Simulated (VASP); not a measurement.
Set up this calculation in VASP 6.6.1, as the native input.

```
Task                   : single point
Functional             : PBEsol
Potentials or basis    : VASP PAW PBE potentials, release 64 (Na_pv)
Cutoff                 : 520 eV
k mesh                 : 14 × 14 × 14
Occupations            : gaussian, width 0.05 eV
Spin                   : no spin polarisation
Dipole correction      : no
Further INCAR settings : ALGO = Normal; EDIFF = 1e-07; NBANDS = 10
```

The structure of Na lies in POSCAR:

```
Na
1.0
   -2.1150000000      2.1150000000      2.1150000000
    2.1150000000     -2.1150000000      2.1150000000
    2.1150000000      2.1150000000     -2.1150000000
Na
1
Direct
    0.0000000000      0.0000000000      0.0000000000
```

One way to write it, as run:

INCAR

```
PREC = Accurate
ENCUT = 520
EDIFF = 1E-7
ISMEAR = 0
SIGMA = 0.05
LREAL = False
LASPH = True
NELM = 100
ALGO = Normal
ISIF = 2
LWAVE = False
LCHARG = False
GGA = PS
NBANDS = 10
```

KPOINTS

```
Automatic mesh
0
Gamma
  14 14 14
```

Potentials or basis: VASP PAW PBE potentials, release 64 (Na_pv).

The run is started by

```bash
$ cat potpaw_PBE.64/Na_pv/POTCAR > POTCAR
$ mpirun -np 1 vasp_std > vasp.out
```

It gave:

```json
{
 "Pressure": "-0.3 GPa",
 "Band gap on the k mesh": "zero (an odd number of electrons rules out a gap without spin polarisation)"
}
```

Caveat: the PAW data sets were made with another functional, which shifts forces and pressure a little.

It took 30 s on 1 thread of Intel Xeon 8259CL, with other jobs on the host, peak memory 0.17 GiB.
